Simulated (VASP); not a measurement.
Input of a VASP 6.6.1 run:

The input INCAR:

```
ALGO = Normal ; EDIFF = 1E-6
ENCUT = 520 ; GGA = PE
ISIF = 2 ; ISMEAR = -1
LASPH = True ; LCHARG = False
LREAL = False ; LWAVE = False
NBANDS = 11 ; NELM = 60
PREC = Accurate ; SIGMA = 0.05
```

KPOINTS

```
k-points
0
Gamma
  10 10 1
```

File POSCAR:

```
Pt
1.0
    2.5230800000      0.0000000000      0.0000000000
    0.0000000000      2.5230800000      0.0000000000
    0.0000000000      0.0000000000     23.8000000000
Pt
1
Direct
    0.0000000000      0.0000000000      0.2941200000
```

Potentials or basis: VASP PAW PBE potentials, release 64 (Pt).

Run with:

```bash
$ cat potpaw_PBE.64/Pt/POTCAR > POTCAR
$ mpirun -np 1 vasp_std > vasp.out
```

Problem. What does it give for the band gap on the k mesh?

Solution. Zero (band 5 reaches -1.63 eV, above the bottom of band 6 at -5.35 eV).

Caveat: spin-orbit coupling is left out, which moves the levels of the heavy elements.
